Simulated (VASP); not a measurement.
KI2, 3 atoms in the cell. It takes space group P-3m1 (No. 164, trigonal). The conventional cell has a = 5.568 Å, b = 5.568 Å, c = 5.302 Å, α = 90.00°, β = 90.00°, γ = 120.00°. K (site symmetry -3m) has 6 I at 3.53 Å within 4.6 Å. Within 4.6 Å of I (site symmetry 3m) lie 3 K at 3.53 Å and 6 I at 4.01 to 4.34 Å. The cell was generated, and may not be a known phase.

- Program: VASP 6.6.1
- Task: single point
- Functional: PBE
- Potentials or basis: VASP PAW PBE potentials, release 64 (K_sv, I)
- Cutoff: 520 eV
- k mesh: 12 × 12 × 10
- Occupations: gaussian, width 0.1 eV
- Spin: no spin polarisation
- Dipole correction: no
- Further INCAR settings: ALGO = Normal; EDIFF = 1e-07; NBANDS = 18

Potentials or basis: VASP PAW PBE potentials, release 64 (K_sv, I).

Command:

```sh
$ cat potpaw_PBE.64/K_sv/POTCAR potpaw_PBE.64/I/POTCAR > POTCAR
$ mpirun -np 1 vasp_std > vasp.out
```

Hardware: 1 thread of Intel Xeon 8259CL (shared host).

Problem. How long does it take, and how much memory?

Solution. It took 13 min on 1 thread of Intel Xeon 8259CL, with other jobs on the host, peak memory 0.53 GiB. Counts: scf iterations 15, k points 162.
